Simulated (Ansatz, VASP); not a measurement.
**TeW in VASP and in Ansatz**

```
CELL_PARAMETERS angstrom
0.00000 2.79066 2.79066
5.57240 2.79066 2.79066
5.57240 5.58132 0.00000
ATOMIC_POSITIONS crystal
W 0.00000 0.00000 0.00000
W 0.00000 0.00000 0.50000
Te 0.50000 0.50000 0.00000
Te 0.50000 0.50000 0.50000
```

Alike in both runs: functional PBEsol; k mesh 14 × 14 × 7; occupations gaussian, width 0.1 eV; collinear spin.

Ansatz relaxed the structure, and its values are those at the end. VASP's run is a single point on that final structure, the one shown.

```csv
,VASP,Ansatz
version,VASP 6.6.1,Ansatz 0.2.0
potentials or method,"VASP PAW PBE potentials, release 64 (W_sv, Te), cutoff 520 eV","scalar-relativistic, plane waves, PAW"
valence electrons in the cell,40,60
```

```tsv
	VASP	Ansatz	Ansatz less VASP
gap on the k mesh at the Fermi level (eV)	none	none	-
pressure (GPa)	0.1	0.0	-0.12
net moment per atom (μB)	0.00	0.00	0.000
size of the moment on the site where the two differ most (μB)	1.47	1.37	-0.102
```

VASP's potentials were made for PBE, not for PBEsol. Site moments also hang on the region over which each program counts them. A gap of «none» marks a metal or a gap that the smearing closes. VASP's potentials hold 40 valence electrons a cell and Ansatz's 60, so a difference there can come from the potentials and not from the codes.

Neither program's run includes spin-orbit coupling.
